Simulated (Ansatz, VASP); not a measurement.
## Two plane-wave programs on Li2Se

Contents of INCAR:

```
SYSTEM = Li2Se
PREC = Accurate
ENCUT = 750
EDIFF = 1E-6
ISMEAR = 0
SIGMA = 0.01
LREAL = .FALSE.
LASPH = .TRUE.
NELM = 200
ALGO = Normal
ISIF = 2
LWAVE = .FALSE.
LCHARG = .FALSE.
MAGMOM = 0 0 0 0 0 0 0 0 0
LORBIT = 11
LSORBIT = .TRUE.
GGA_COMPAT = .FALSE.
LORBMOM = .TRUE.
GGA = PE
NBANDS = 25
```

The input KPOINTS:

```
regular mesh
0
G
  4 4 4
  0 0 0
```

File POSCAR:

```
Li2Se
1.0
    0.0000000000      2.9935210614      2.9935210614
    2.9935210614      0.0000000000      2.9935210614
    2.9935210614      2.9935210614      0.0000000000
Se Li
1 2
Direct
    0.0000000000      0.0000000000      0.0000000000
    0.2500000000      0.2500000000      0.2500000000
    0.7500000000      0.7500000000      0.7500000000
```

Input for Ansatz:

```yaml
crystal:
  lattice:
    - [0.0, 2.9935210614, 2.9935210614]
    - [2.9935210614, 0.0, 2.9935210614]
    - [2.9935210614, 2.9935210614, 0.0]
  atoms:
    - { symbol: Se, position: [0.0, 0.0, 0.0] }
    - { symbol: Li, position: [0.25, 0.25, 0.25] }
    - { symbol: Li, position: [0.75, 0.75, 0.75] }
kpoints:
  mp_grid: { grid: [4, 4, 4] }
hamiltonian:
  xc: pbe
scf:
  occupations: { method: fixed }
  n_extra_bands: 28
magnetization:
  noncollinear: true
  spin_orbit: true
output:
  optics: { e_range: [0, 16], de: 0.05, sigma: 0.1, bands: scf }
```

Alike in both runs: task single point; functional PBE; k mesh 4 × 4 × 4; non-collinear spin, spin-orbit coupling.

```csv
,VASP,Ansatz
version,VASP 6.6.1,Ansatz 0.2.0
potentials or method,"VASP PAW PBE potentials, release 64 (Se, Li_sv)","plane waves, PAW"
plane-wave cutoff (eV),750,420
occupations,"gaussian, width 0.01 eV",fixed
valence electrons in the cell,12,22
```

```csv
,VASP,Ansatz,Ansatz less VASP
net moment per atom (μB),0.00,0.00,0.000
```

VASP's potentials hold 12 valence electrons a cell and Ansatz's 22, so a difference there can come from the potentials and not from the codes. Ansatz's warnings: optics gap not shown off mesh.

The k mesh is coarse, so the values compare programs but aren't converged.
